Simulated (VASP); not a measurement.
SiC, 4 atoms in the cell. The structure is hexagonal, space group P6_3mc (No. 186). Conventional cell: a = 3.076 Å, b = 3.076 Å, c = 5.048 Å, α = 90.00°, β = 90.00°, γ = 120.00°. Within 2.5 Å of Si (site symmetry 3m) lie 4 C at 1.87 to 1.94 Å. Within 2.5 Å of C (site symmetry 3m) lie 4 Si at 1.87 to 1.94 Å. 

```yaml
Program: VASP 6.6.1
Task: single point
Functional: PBE
Potentials_or_basis: VASP PAW PBE potentials, release 64 (Si, C)
Cutoff: 520 eV
k_mesh: 6 × 6 × 4
Occupations: gaussian, width 0.1 eV
Spin: no spin polarisation
Dipole_correction: no
Further_INCAR_settings: ALGO = Normal; EDIFF = 1e-07; NBANDS = 16
```

Potentials or basis: VASP PAW PBE potentials, release 64 (Si, C).

Launch:

```sh
$ cat potpaw_PBE.64/Si/POTCAR potpaw_PBE.64/C/POTCAR > POTCAR
$ mpirun -np 1 vasp_std > vasp.out
```

Hardware: 1 thread of Intel Xeon 8259CL, on a shared host.

Q: Estimate the wall time of this run.

A: It took 19 s on 1 thread of Intel Xeon 8259CL, on a shared host, peak memory 0.15 GiB. Counts: scf iterations 14, k points 21.
